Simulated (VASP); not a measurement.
Here is a VASP 6.6.1 calculation.

The input POSCAR:

```
CaO
1.0
    3.3199366349      0.0000000000      0.0000000000
   -1.6599683174      2.8751494647      0.0000000000
    0.0000000000      0.0000000000      5.8143085363
Ca O
2 2
Direct
    0.0000000000      0.0000000000      0.0000000000
    0.0000000000      0.0000000000      0.5000000000
    0.3333333333      0.6666666667      0.2500000000
    0.6666666667      0.3333333333      0.7500000000
```

Contents of INCAR.step1:

```
SYSTEM = CaO
ALGO = Normal ; EDIFF = 1E-4
ENCUT = 520 ; GGA = PE
ISMEAR = 0 ; LASPH = .True.
LCHARG = .False. ; LREAL = .False.
LWAVE = .True. ; NBANDS = 24
NELM = 80 ; PREC = Accurate
SIGMA = 0.01
```

The input INCAR.step2:

```
SYSTEM = CaO
ALGO = Normal ; EDIFF = 1E-6
ENCUT = 520 ; ISIF = 2
ISMEAR = 0 ; ISTART = 1
LASPH = .True. ; LCHARG = .False.
LMIXTAU = .True. ; LREAL = .False.
LWAVE = .False. ; METAGGA = R2SCAN
NBANDS = 24 ; NELM = 80
PREC = Accurate ; SIGMA = 0.01
```

File KPOINTS:

```
k-points
0
Gamma
  12 12 4
  0 0 0
```

Potentials or basis: VASP PAW PBE potentials, release 64 (Ca_sv, O).

Run with:

```bash
$ cat potpaw_PBE.64/Ca_sv/POTCAR potpaw_PBE.64/O/POTCAR > POTCAR
$ cp INCAR.step1 INCAR
$ mpirun -np 1 vasp_std > vasp.out
$ cp INCAR.step2 INCAR
$ mpirun -np 1 vasp_std > vasp.out
```

Task: Predict the pressure.

Result: 1.1 GPa.

Task: Estimate the band gap on the k mesh.

Result: 4.40 eV.

Stress tensor (GPa, compression positive):
```
0.98 0.00 0.00
0.00 0.98 0.00
0.00 0.00 1.19
```

Caveat: the PAW data sets were made with another functional, which shifts forces and pressure a little. A k mesh can miss the band edges.
